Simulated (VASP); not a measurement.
# AlN (Cm) in VASP: single point with r2SCAN

Aim: the single point of AlN with r2SCAN.

Everything below comes from runs of VASP 6.6.1. Logs are shortened: lines on timing, memory, paths and dates and some standing lists are left out, and cuts for length are marked.

## (1) The cell of the first run

The structure is monoclinic, space group Cm (No. 8). Conventional cell: a = 5.350 Å, b = 3.089 Å, c = 15.366 Å, α = 90.00°, β = 100.02°, γ = 90.00°. Al (site symmetry m) has 5 N at 1.89 to 2.44 Å within 2.5 Å. Al (site symmetry m) has 4 N at 1.89 Å within 2.5 Å. Al (site symmetry m) has 4 N at 1.89 Å within 2.5 Å. Al (site symmetry m) has 4 N at 1.89 Å within 2.5 Å. Al (site symmetry m) has 4 N at 1.89 Å within 2.5 Å. Al (site symmetry m) has 4 N at 1.89 Å within 2.5 Å. Within 2.5 Å of N (site symmetry m) lie 4 Al at 1.89 Å. N (site symmetry m) has 4 Al at 1.89 Å within 2.5 Å.

## (2) Single point, r2SCAN (the part above a cut slid along it)

The input, POSCAR:

```
AlN
1.0
    2.1839935596     -2.1839935596      0.0000000000
    2.1839935596      0.0000000000     -2.1839935596
    9.8279710182      7.6439774586      8.7359742384
Al N
6 6
Direct
    0.6354333333      0.6666666667      0.0624666667
   -0.4479000000      0.0000000000      0.8958000000
    0.2187666667      0.3333333333      0.2291333333
    0.3854333333      0.6666666667      0.5624666667
   -0.1979000000      0.0000000000      0.3958000000
   -0.0312333333      0.3333333333      0.7291333333
    0.4479333333      0.6666666667      0.4374666667
    0.8646000000      1.0000000000      0.2708000000
    0.0312666667      0.3333333333      0.6041333333
    0.1979333333      0.6666666667      0.9374666667
   -0.3854000000      0.0000000000      0.7708000000
    0.2812666667      0.3333333333      0.1041333333
```

The input, INCAR.step1:

```
SYSTEM = AlN
ALGO = Normal
EDIFF = 1E-4
ENCUT = 520
GGA = PE
ISMEAR = 0
ISYM = 0
LASPH = .TRUE.
LCHARG = .FALSE.
LREAL = .FALSE.
LWAVE = .TRUE.
NBANDS = 36
NELM = 80
PREC = Accurate
SIGMA = 0.05
```

The input, INCAR.step2:

```
SYSTEM = AlN
ALGO = Normal
EDIFF = 1E-7
ENCUT = 520
ISIF = 2
ISMEAR = 0
ISTART = 1
ISYM = 0
LASPH = .TRUE.
LCHARG = .TRUE.
LELF = .TRUE.
LMIXTAU = .TRUE.
LREAL = .FALSE.
LVHAR = .TRUE.
LWAVE = .FALSE.
METAGGA = R2SCAN
NBANDS = 36
NELM = 80
PREC = Accurate
SIGMA = 0.05
```

The input, KPOINTS:

```
k-points
0
G
  8 8 2
  0 0 0
```

Potentials or basis: VASP PAW PBE potentials, release 64 (Al, N).

On the command line:

```console
> cat potpaw_PBE.64/Al/POTCAR potpaw_PBE.64/N/POTCAR > POTCAR
> cp INCAR.step1 INCAR
> mpirun -np 1 vasp_std > vasp.out
> cp INCAR.step2 INCAR
> mpirun -np 1 vasp_std > vasp.out
```

OUTCAR:

```text
SYSTEM = AlN
   EDIFF = 1E-7
   ENCUT = 520
   ISIF = 2
   ISMEAR = 0
   ISTART = 1
   ISYM = 0
   LASPH = .TRUE.
   LREAL = .FALSE.
   METAGGA = R2SCAN
   NELM = 80
   PREC = Accurate

 ion  position               nearest neighbor table
   1  0.635  0.667  0.062-  12 1.89  12 1.89  12 1.89  10 2.44  10 2.44   2 2.67   3 3.09   3 3.09
                             3 3.09
   2  0.552  0.000  0.896-  11 1.89  10 1.89  10 1.89  10 1.89   1 2.67   6 3.09   6 3.09   6 3.09

   3  0.219  0.333  0.229-  12 1.89   8 1.89   8 1.89   8 1.89   1 3.09   1 3.09   1 3.09   5 3.09
                             5 3.09   5 3.09
   4  0.385  0.667  0.562-   9 1.89   9 1.89   9 1.89   7 1.89   6 3.09   6 3.09   6 3.09   5 3.09
                             5 3.09   5 3.09
   5  0.802  0.000  0.396-   8 1.89   7 1.89   7 1.89   7 1.89   4 3.09   4 3.09   3 3.09   3 3.09
                             4 3.09   3 3.09
   6  0.969  0.333  0.729-   9 1.89  11 1.89  11 1.89  11 1.89   4 3.09   4 3.09   4 3.09   2 3.09
                             2 3.09   2 3.09
   7  0.448  0.667  0.437-   4 1.89   5 1.89   5 1.89   5 1.89
   8  0.865  0.000  0.271-   5 1.89   3 1.89   3 1.89   3 1.89
   9  0.031  0.333  0.604-   4 1.89   4 1.89   4 1.89   6 1.89
  10  0.198  0.667  0.937-   2 1.89   2 1.89   2 1.89   1 2.44   1 2.44
  11  0.615  0.000  0.771-   2 1.89   6 1.89   6 1.89   6 1.89
  12  0.281  0.333  0.104-   1 1.89   1 1.89   1 1.89   3 1.89

IMPORTANT INFORMATION: All symmetrisations will be switched off!
NOSYMM: (Re-)initialisation of all symmetry stuff for point group C_1.

----------------------------------------------------------------------------------------

                                     Primitive cell

  volume of cell :     125.0073

  direct lattice vectors                    reciprocal lattice vectors
     2.183993560 -2.183993560  0.000000000     0.133547402 -0.324329406  0.133547402
     2.183993560  0.000000000 -2.183993560     0.152625603  0.152625603 -0.305251205
     9.827971018  7.643977459  8.735974238     0.038156401  0.038156401  0.038156401

  length of vectors
     3.088633312  3.088633312 15.209755146     0.375312378  0.373854848  0.066088825

  position of ions in fractional coordinates (direct lattice)
     0.635433333  0.666666667  0.062466667
     0.552100000  1.000000000  0.895800000
     0.218766667  0.333333333  0.229133333
     0.385433333  0.666666667  0.562466667
     0.802100000  1.000000000  0.395800000
     0.968766667  0.333333333  0.729133333
     0.447933333  0.666666667  0.437466667
     0.864600000  1.000000000  0.270800000
     0.031266667  0.333333333  0.604133333
[... 125 lines left out ...]
   EMIN   =  10.00;   EMAX   =-10.00  energy-range for DOS
   EFERMI =   0.00;   METHOD = LEGACY
   ISMEAR =     0;   SIGMA  =   0.05  broadening in eV -4-tet -1-fermi 0-gaus
   EFERMI_NEDOS =   21; number of points for ismear=-14 and -15
   IALGO  =     38    algorithm
   IMIX   =      4    mixing-type and parameters
     AMIX     =   0.40;   BMIX     =  1.00
     AMIX_MAG =   1.60;   BMIX_MAG =  1.00
  volume/ion in A,a.u.               =      10.42        70.30
  Fermi-wavevector in a.u.,A,eV,Ry     =   1.189899  2.248583 19.263943  1.415860
  Thomas-Fermi vector in A             =   2.325996
   LORBIT       =      0    0 simple, 1 ext, 2 COOP (PROOUT), +10 PAW based schemes
   METAGGA = R2SCAN    functional components
   LHFCALC =     F    Hartree Fock is set to
   AEXX    =    0.0000 exact exchange contribution
   IVDW    =     0    specifies the selected vdW correction
   LEPSILON=     F    determine dielectric tensor
   LRPA    =     F    only Hartree local field effects (RPA)
 non-spin polarized calculation
 Gauss-broadening in eV      SIGMA  =   0.05
  energy-cutoff  :      520.00
  volume of cell :      125.01
 maximum number of plane-waves:      3392
   NGX = 11   NGY = 11   NGZ = 57

 number of electron      48.0000008 magnetization

 Free energy of the ion-electron system (eV)
  ---------------------------------------------------
  ext. energy  EPLUGINS =         0.00000000
  ---------------------------------------------------
  free energy    TOTEN  =      -113.63840367 eV

  energy without entropy =     -113.63840367  energy(sigma->0) =     -113.63840367

 E-fermi :   6.3810     XC(G=0): -11.4462

 val. band max:        6.1062648007   @ k =   0.1250   0.1250  -0.0000
 cond. band min:       9.7048365012   @ k =   0.0000   0.5000   0.0000
 fundamental gap:      3.5985717006
 Fermi energy:         6.3810404206

 k-point     1 :       0.0000    0.0000    0.0000
  band No.  band energies     occupation
      1     -10.0237      2.00000
      2      -9.6285      2.00000
      3      -9.5584      2.00000
      4      -8.6480      2.00000
      5      -8.5660      2.00000
      6      -7.9367      2.00000
[... 925 lines left out ...]
     35      16.9685      0.00000
     36      17.1782      0.00000

 [... further k-points ...]

------------------------ aborting loop because EDIFF is reached ----------------------------------------

  FORCE on cell =-STRESS in cart. coord.  units (eV):
  Direction    XX          YY          ZZ          XY          YZ          ZX
  --------------------------------------------------------------------------------------
  -------------------------------------------------------------------------------------
  Total       -3.4592256     -3.4592238      3.6436564      2.0048666      1.4152334      1.4154016
  in kB      -44.3357599    -44.3357371     46.6995490     25.6957175     18.1385820     18.1407377
  external PRESSURE =     -13.9906493 kB  Pullay stress =       0.0000000 kB

 VOLUME and BASIS-vectors are now :
 -----------------------------------------------------------------------------
  energy-cutoff  :      520.00
  volume of cell :      125.01
      direct lattice vectors                 reciprocal lattice vectors
     2.183993560 -2.183993560  0.000000000     0.133547402 -0.324329406  0.133547402
     2.183993560  0.000000000 -2.183993560     0.152625603  0.152625603 -0.305251205
     9.827971018  7.643977459  8.735974238     0.038156401  0.038156401  0.038156401

 POSITION                                       TOTAL-FORCE (eV/Angst)
 -----------------------------------------------------------------------------------
      3.45770     -0.91029     -0.91029        -0.249925     -0.249909      0.092997
     10.00968      5.64169      7.82569        -0.302350     -0.302336     -0.833755
      3.45770      1.27371      1.27371         0.056831      0.056854      0.171754
      7.82569      3.45770      3.45770         0.034244      0.034270      0.034489
      5.64169      1.27371      3.45770         0.033592      0.033618      0.034805
     10.00968      3.45770      5.64169         0.035067      0.035093      0.044029
      6.73369      2.36570      2.36570        -0.032890     -0.032908     -0.030808
      4.54970      0.18171      2.36570        -0.029508     -0.029527     -0.027491
      6.73369      4.54970      4.54970        -0.032460     -0.032479     -0.033990
     11.10168      6.73369      6.73369         0.534199      0.534175     -0.341594
      8.91768      4.54970      6.73369        -0.058218     -0.058237     -0.036436
      2.36570      0.18171      0.18171         0.011417      0.011386      0.926000
 -----------------------------------------------------------------------------------
    total drift:                                0.034238      0.035155      0.033879

  FREE ENERGIE OF THE ION-ELECTRON SYSTEM (eV)
  ---------------------------------------------------
  free  energy   TOTEN  =      -113.6384036675 eV

  energy  without entropy=     -113.6384036675  energy(sigma->0) =     -113.63840367
```

OUTCAR.step1:

```text
SYSTEM = AlN
   EDIFF = 1E-4
   ENCUT = 520
   GGA = PE
   ISMEAR = 0
   ISYM = 0
[... 1186 lines left out ...]
      6.73369      4.54970      4.54970        -0.031999     -0.032006     -0.033633
     11.10168      6.73369      6.73369         0.565547      0.565576     -0.235629
      8.91768      4.54970      6.73369        -0.059156     -0.059170     -0.038449
      2.36570      0.18171      0.18171         0.015739      0.015819      0.862340
 -----------------------------------------------------------------------------------
    total drift:                               -0.002468     -0.002384     -0.004640

  FREE ENERGIE OF THE ION-ELECTRON SYSTEM (eV)
  ---------------------------------------------------
  free  energy   TOTEN  =       -87.7405799048 eV

  energy  without entropy=      -87.7405799048  energy(sigma->0) =      -87.74057990
```

Run time: 11 min. Hardware: 1 thread of Intel Xeon 6975P-C (Granite Rapids), shared host; peak memory 0.4 GiB.

What came out:

```yaml
Free_energy: -113.6384 eV
Pressure: -1.4 GPa
Largest_force: 0.937 eV/Å
Band_gap_on_the_k_mesh: 3.60 eV (least direct gap 4.04 eV)
```

Forces on the atoms (eV/Å):
```
Al  -0.250 -0.250  0.093
Al  -0.302 -0.302 -0.834
Al   0.057  0.057  0.172
Al   0.034  0.034  0.034
Al   0.034  0.034  0.035
Al   0.035  0.035  0.044
N   -0.033 -0.033 -0.031
N   -0.030 -0.030 -0.027
N   -0.032 -0.032 -0.034
N    0.534  0.534 -0.342
N   -0.058 -0.058 -0.036
N    0.011  0.011  0.926
```

Caveat: the cell differs from its parent crystal (the part above a cut slid along it); the stress differs along the axes, from -4 to 5 GPa; the PAW data sets were made with another functional, which shifts forces and pressure a little.
